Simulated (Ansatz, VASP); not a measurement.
Two plane-wave programs on Be

```
CELL_PARAMETERS angstrom
3.60769 0.00000 0.00000
-1.80384 3.12435 0.00000
0.00000 0.00000 2.21213
ATOMIC_POSITIONS crystal
Be 0.00000 0.00000 0.00000
Be 0.33333 0.66667 0.50000
Be 0.66667 0.33333 0.50000
```

Alike in both runs: task single point; functional PBEsol; k mesh 12 × 12 × 16; occupations fermi-dirac, width 0.1 eV; no spin polarisation.

```csv
,VASP,Ansatz
version,VASP 6.6.1,Ansatz 0.2.0
potentials or method,"VASP PAW PBE potentials, release 64 (Be), cutoff 520 eV","plane waves (420 eV) with PAW, scalar-relativistic"
valence electrons in the cell,6,6
```

Ansatz gave:

- pressure (GPa): -4.3
- traceless stress, the component that is largest in VASP (GPa): 1.15

Q: Which values does VASP return?

A: Pressure (GPa): -3.9; traceless stress, the component that is largest in VASP (GPa): 1.08.

VASP's potentials were made for PBE, not for PBEsol, and Ansatz warns of the same on its side.
